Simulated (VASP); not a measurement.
# AsSe3 (P6_3/mmc) in VASP: relaxation of cell and atoms with PBE

Aim: the relaxation of cell and atoms of AsSe3 with PBE.

All numbers are computed with VASP 6.6.1; they aren't measurements. Logs are shortened: lines on timing, memory, paths and dates and some standing lists are left out, and cuts for length are marked.

## Step 1: The cell of the first run

It takes space group P6_3/mmc (No. 194, hexagonal). Conventional cell: a = 7.540 Å, b = 7.540 Å, c = 3.718 Å, α = 90.00°, β = 90.00°, γ = 120.00°. Within 3.8 Å of As (site symmetry -6m2) lie 12 Se at 2.73 to 3.77 Å and 2 As at 3.72 Å. Se (site symmetry mm2) has 4 As at 2.73 to 3.77 Å and 8 Se at 3.00 to 3.72 Å within 3.8 Å.

The cell was generated, and may not be a known phase.

## Step 2: Relaxation of cell and atoms, PBE

INCAR

```
ALGO     = Fast           # electronic algorithm
EDIFF    = 1E-6           # SCF threshold, eV
EDIFFG   = -0.01          # ionic threshold
ENCUT    = 600            # plane-wave cutoff, eV
GGA      = PE             # functional
IBRION   = 2              # ionic algorithm
ISIF     = 3              # what is computed and relaxed
ISMEAR   = 0              # smearing method
LASPH    = True           # aspherical terms in the spheres
LCHARG   = False          # write CHGCAR
LREAL    = False          # projectors in reciprocal space
LWAVE    = False          # write WAVECAR
NELM     = 100            # most SCF steps
NSW      = 100            # ionic steps
PREC     = Accurate       # precision mode
SIGMA    = 0.1            # smearing width, eV
```

KPOINTS

```
k-points
0
Gamma
  6 6 10
```

POSCAR

```
AsSe3
1.0
    7.5396629219      0.0000000000      0.0000000000
   -3.7698314610      6.5295396264      0.0000000000
    0.0000000000      0.0000000000      3.7181643238
As Se
2 6
Direct
    0.3333333333      0.6666666667      0.7500000000
    0.6666666667      0.3333333333      0.2500000000
    0.1806054793      0.3612109587      0.2500000000
    0.6387890413      0.8193945207      0.2500000000
    0.1806054793      0.8193945207      0.2500000000
    0.8193945207      0.6387890413      0.7500000000
    0.3612109587      0.1806054793      0.7500000000
    0.8193945207      0.1806054793      0.7500000000
```

Potentials or basis: VASP PAW PBE potentials, release 64 (As, Se).

Started as:

```bash
$ cat potpaw_PBE.64/As/POTCAR potpaw_PBE.64/Se/POTCAR > POTCAR
$ mpirun -np 1 vasp_std > vasp.out
```

OUTCAR:

```text
EDIFF = 1E-6
   EDIFFG = -0.01
   ENCUT = 600
   GGA = PE
   IBRION = 2
   ISIF = 3
   ISMEAR = 0
   LASPH = True
   LREAL = False
   NELM = 100
   NSW = 100
   PREC = Accurate

 ion  position               nearest neighbor table
   1  0.333  0.667  0.750-   4 2.73   4 2.73   5 2.73   5 2.73   3 2.73   3 2.73
   2  0.667  0.333  0.250-   7 2.73   7 2.73   8 2.73   8 2.73   6 2.73   6 2.73
   3  0.181  0.361  0.250-   1 2.73   1 2.73
   4  0.639  0.819  0.250-   1 2.73   1 2.73
   5  0.181  0.819  0.250-   1 2.73   1 2.73
   6  0.819  0.639  0.750-   2 2.73   2 2.73
   7  0.361  0.181  0.750-   2 2.73   2 2.73
   8  0.819  0.181  0.750-   2 2.73   2 2.73

  LATTYP: Found a hexagonal cell.
 ALAT       =     7.5396629219
 C/A-ratio  =     0.4931472882

  Lattice vectors:

 A1 = (   7.5396629219,   0.0000000000,   0.0000000000)
 A2 = (  -3.7698314610,   6.5295396264,   0.0000000000)
 A3 = (   0.0000000000,   0.0000000000,   3.7181643238)

Analysis of symmetry for initial positions (statically):
=====================================================================
 Subroutine PRICEL returns:
 Original cell was already a primitive cell.

 Routine SETGRP: Setting up the symmetry group for a
 hexagonal supercell.

 Subroutine GETGRP returns: Found 24 space group operations
 (whereof 12 operations were pure point group operations)
 out of a pool of 24 trial point group operations.

The static configuration has the point symmetry D_3d.
 The point group associated with its full space group is D_6h.

Analysis of symmetry for dynamics (positions and initial velocities):
=====================================================================
 Subroutine PRICEL returns:
 Original cell was already a primitive cell.

 Routine SETGRP: Setting up the symmetry group for a
 hexagonal supercell.

 Subroutine GETGRP returns: Found 24 space group operations
 (whereof 12 operations were pure point group operations)
 out of a pool of 24 trial point group operations.

The dynamic configuration has the point symmetry D_3d.
 The point group associated with its full space group is D_6h.

 Subroutine INISYM returns: Found 24 space group operations
 (whereof 12 operations are pure point group operations),
 and found     1 'primitive' translations

----------------------------------------------------------------------------------------

                                     Primitive cell

  volume of cell :     183.0472

  direct lattice vectors                    reciprocal lattice vectors
     7.539662922  0.000000000  0.000000000     0.132631924  0.076575077  0.000000000
    -3.769831461  6.529539626  0.000000000     0.000000000  0.153150154  0.000000000
     0.000000000  0.000000000  3.718164324     0.000000000  0.000000000  0.268949921

  length of vectors
     7.539662922  7.539662922  3.718164324     0.153150154  0.153150154  0.268949921

  position of ions in fractional coordinates (direct lattice)
     0.333333333  0.666666667  0.750000000
     0.666666667  0.333333333  0.250000000
     0.180605479  0.361210959  0.250000000
     0.638789041  0.819394521  0.250000000
     0.180605479  0.819394521  0.250000000
     0.819394521  0.638789041  0.750000000
     0.361210959  0.180605479  0.750000000
     0.819394521  0.180605479  0.750000000

  ion indices of the primitive-cell ions
   primitive index   ion index
                 1           1
                 2           2
                 3           3
                 4           4
                 5           5
                 6           6
                 7           7
                 8           8

----------------------------------------------------------------------------------------

 KPOINTS: k-points

Automatic generation of k-mesh.
 Grid dimensions read from file:
 generate k-points for:    6    6   10

 Generating k-lattice:

  Cartesian coordinates                     Fractional coordinates (reciprocal lattice)
     0.022105321  0.012762513  0.000000000     0.166666667 -0.000000000  0.000000000
     0.000000000  0.025525026  0.000000000     0.000000000  0.166666667  0.000000000
     0.000000000  0.000000000  0.026894992     0.000000000  0.000000000  0.100000000

  Length of vectors
     0.025525026  0.025525026  0.026894992

  Shift w.r.t. Gamma in fractional coordinates (k-lattice)
     0.000000000  0.000000000  0.000000000

 Subroutine IBZKPT returns following result:
 ===========================================

 Found     42 irreducible k-points:

 Following reciprocal coordinates:
            Coordinates               Weight
  0.000000  0.000000  0.000000      1.000000
  0.166667 -0.000000  0.000000      6.000000
  0.333333 -0.000000  0.000000      6.000000
  0.500000 -0.000000  0.000000      3.000000
  0.166667  0.166667  0.000000      6.000000
  0.333333  0.166667  0.000000     12.000000
[... 16 lines left out ...]
  0.166667 -0.000000  0.300000     12.000000
  0.333333 -0.000000  0.300000     12.000000
 [... further k-points ...]
   k-points           NKPTS =     42   k-points in BZ     NKDIM =     42   number of bands    NBANDS=     28
   number of dos      NEDOS =    301   number of ions     NIONS =      8
   total plane-waves  NPLWV = 108000
   dimension x,y,z NGX =    60 NGY =   60 NGZ =   30
   dimension x,y,z NGXF=   120 NGYF=  120 NGZF=   60
   ions per type =               2   6
   NGX,Y,Z   is equivalent  to a cutoff of  13.23, 13.23, 13.41 a.u.
   NGXF,Y,Z  is equivalent  to a cutoff of  26.46, 26.46, 26.83 a.u.
 SYSTEM =  unknown system
   PREC   = accura    normal or accurate (medium, high low for compatibility)
   ISTART =      0    job   : 0-new  1-cont  2-samecut
   ICHARG =      2    charge: 1-file 2-atom 10-const
   ISPIN  =      1    spin polarized calculation?
   LNONCOLLINEAR =      F non collinear calculations
   LSORBIT =      F    spin-orbit coupling
   LASPH  =      T    aspherical Exc in radial PAW
   ENCUT  =  600.0 eV  44.10 Ry    6.64 a.u.  15.06 15.06  7.43*2*pi/ulx,y,z
   NELM   =    100;   NELMIN=  2; NELMDL= -5     # of ELM steps
   EDIFF  = 0.1E-05   stopping-criterion for ELM
   LREAL  =      F    real-space projection
   EDIFFG = -.1E-01   stopping-criterion for IOM
   NSW    =    100    number of steps for IOM
   IBRION =      2    ionic relax: 0-MD 1-quasi-New 2-CG
   NFREE  =      1    steps in history (QN), initial steepest desc. (CG)
   ISIF   =      3    stress and relaxation
   ISYM   =      2    0-nonsym 1-usesym 2-fastsym
   POTIM  = 0.5000    time-step for ionic-motion
   TEBEG  =    0.0;   TEEND  =   0.0 temperature during run
   PSTRESS=    0.0 pullay stress
   NELECT =      46.0000    total number of electrons
   NUPDOWN=      -1.0000    fix difference up-down
   EMIN   =  10.00;   EMAX   =-10.00  energy-range for DOS
   EFERMI =   0.00;   METHOD = LEGACY
   ISMEAR =     0;   SIGMA  =   0.10  broadening in eV -4-tet -1-fermi 0-gaus
   EFERMI_NEDOS =   21; number of points for ismear=-14 and -15
   IALGO  =     68    algorithm
   IMIX   =      4    mixing-type and parameters
     AMIX     =   0.40;   BMIX     =  1.00
     AMIX_MAG =   1.60;   BMIX_MAG =  1.00
  volume/ion in A,a.u.               =      22.88       154.41
  Fermi-wavevector in a.u.,A,eV,Ry     =   1.033094  1.952264 14.521264  1.067283
  Thomas-Fermi vector in A             =   2.167324
   LORBIT       =      0    0 simple, 1 ext, 2 COOP (PROOUT), +10 PAW based schemes
   GGA     = PE    functional components
   LHFCALC =     F    Hartree Fock is set to
   AEXX    =    0.0000 exact exchange contribution
   IVDW    =     0    specifies the selected vdW correction
   LEPSILON=     F    determine dielectric tensor
   LRPA    =     F    only Hartree local field effects (RPA)
 conjugate gradient relaxation of ions
 non-spin polarized calculation
 RMM-DIIS sequential band-by-band and
 Gauss-broadening in eV      SIGMA  =   0.10
  energy-cutoff  :      600.00
  volume of cell :      183.05
 maximum number of plane-waves:      6132
   NGX = 31   NGY = 31   NGZ = 15

--------------------------------------- Ionic step        1  -------------------------------------------

 number of electron      45.9999997 magnetization

 Free energy of the ion-electron system (eV)
  ---------------------------------------------------
  ext. energy  EPLUGINS =         0.00000000
  ---------------------------------------------------
  free energy    TOTEN  =       -28.19182893 eV

  energy without entropy =      -28.15780480  energy(sigma->0) =      -28.17481687

------------------------ aborting loop because EDIFF is reached ----------------------------------------

  FORCE on cell =-STRESS in cart. coord.  units (eV):
  Direction    XX          YY          ZZ          XY          YZ          ZX
  --------------------------------------------------------------------------------------
  -------------------------------------------------------------------------------------
  Total       -0.3635586     -0.3635586     -0.1716718      0.0000000     -0.0000000     -0.0000000
  in kB       -3.1821591     -3.1821591     -1.5026105      0.0000000     -0.0000000     -0.0000000
  external PRESSURE =      -2.6223096 kB  Pullay stress =       0.0000000 kB
[... 195 lines left out ...]
  energy  without entropy=      -28.1635164224  energy(sigma->0) =      -28.18041006

--------------------------------------- Ionic step        6  -------------------------------------------

 number of electron      45.9999998 magnetization

 Free energy of the ion-electron system (eV)
  ---------------------------------------------------
  ext. energy  EPLUGINS =         0.00000000
  ---------------------------------------------------
  free energy    TOTEN  =       -28.19751542 eV

  energy without entropy =      -28.16390571  energy(sigma->0) =      -28.18071057

 E-fermi :   4.4486     XC(G=0):  -9.8906

 val. band max:        4.4460572511   @ k =   0.1667   0.1667   0.0000
 cond. band min:       4.4581123460   @ k =   0.5000  -0.0000   0.1000
 fundamental gap:      0.0120550949
 Fermi energy:         4.4486423691

 k-point     1 :       0.0000    0.0000    0.0000
  band No.  band energies     occupation
      1     -10.9859      2.00000
      2      -9.1761      2.00000
      3      -9.1761      2.00000
      4      -9.1147      2.00000
      5      -7.9799      2.00000
      6      -7.9799      2.00000
[... 733 lines left out ...]
     27       5.9411      0.00000
     28       6.2360      0.00000

 [... further k-points ...]

------------------------ aborting loop because EDIFF is reached ----------------------------------------

  FORCE on cell =-STRESS in cart. coord.  units (eV):
  Direction    XX          YY          ZZ          XY          YZ          ZX
  --------------------------------------------------------------------------------------
  -------------------------------------------------------------------------------------
  Total        0.0764439      0.0764439      0.0683234     -0.0000000      0.0000000      0.0000000
  in kB        0.6776861      0.6776861      0.6056969     -0.0000000      0.0000000      0.0000000
  external PRESSURE =       0.6536897 kB  Pullay stress =       0.0000000 kB
[... 23 lines left out ...]
  FREE ENERGIE OF THE ION-ELECTRON SYSTEM (eV)
  ---------------------------------------------------
  free  energy   TOTEN  =       -28.1975154227 eV

  energy  without entropy=      -28.1639057075  energy(sigma->0) =      -28.18071057

 reached required accuracy - stopping structural energy minimisation
```

It took 22 min on 1 thread of Oxide Virtual Turin-like, shared host; peak memory 0.45 GiB.

Results:

```
Free energy                           : -28.1975 eV
Relaxed volume                        : 22.59 Å³/atom
Relaxed cell                          : a = 7.478 Å, b = 7.478 Å, c = 3.732 Å, α = 90.00°, β = 90.00°, γ = 120.00°
Space group after relaxing (to 0.1 Å) : P6_3/mmc (No. 194)
Energy gained by relaxing             : 0.7 meV/atom
Ionic steps                           : 6
Pressure after relaxing               : 0.1 GPa
Largest force after relaxing          : 0.004 eV/Å
Band gap on the k mesh                : zero (bands 23 and 24 overlap by 1.53 eV)
```

Forces in eV/Å, atoms in the order of the input:
```
As   0.000  0.000  0.000
As   0.000  0.000  0.000
Se   0.000 -0.004  0.000
Se   0.003  0.002  0.000
Se  -0.003  0.002  0.000
Se   0.000  0.004  0.000
Se  -0.003 -0.002  0.000
Se   0.003 -0.002  0.000
```

Step by step:
```csv
step,energy change (eV),largest force (eV/Å),pressure (GPa),volume (Å³)
1,0.0000,0.0527,-0.26,183.05
2,-0.0018,0.0577,0.02,182.06
3,-0.0020,0.0604,0.20,181.43
4,-0.0033,0.0492,0.18,181.30
5,-0.0055,0.0172,0.10,180.90
6,-0.0057,0.0040,0.07,180.73
```

Final structure:
```
As Se
1.0
     7.47789    0.00000    0.00000
    -3.73895    6.47604    0.00000
     0.00000    0.00000    3.73195
As Se
2 6
Direct
  0.33333 0.66667 0.75000
  0.66667 0.33333 0.25000
  0.17902 0.35804 0.25000
  0.64196 0.82098 0.25000
  0.17902 0.82098 0.25000
  0.82098 0.64196 0.75000
  0.35804 0.17902 0.75000
  0.82098 0.17902 0.75000
```
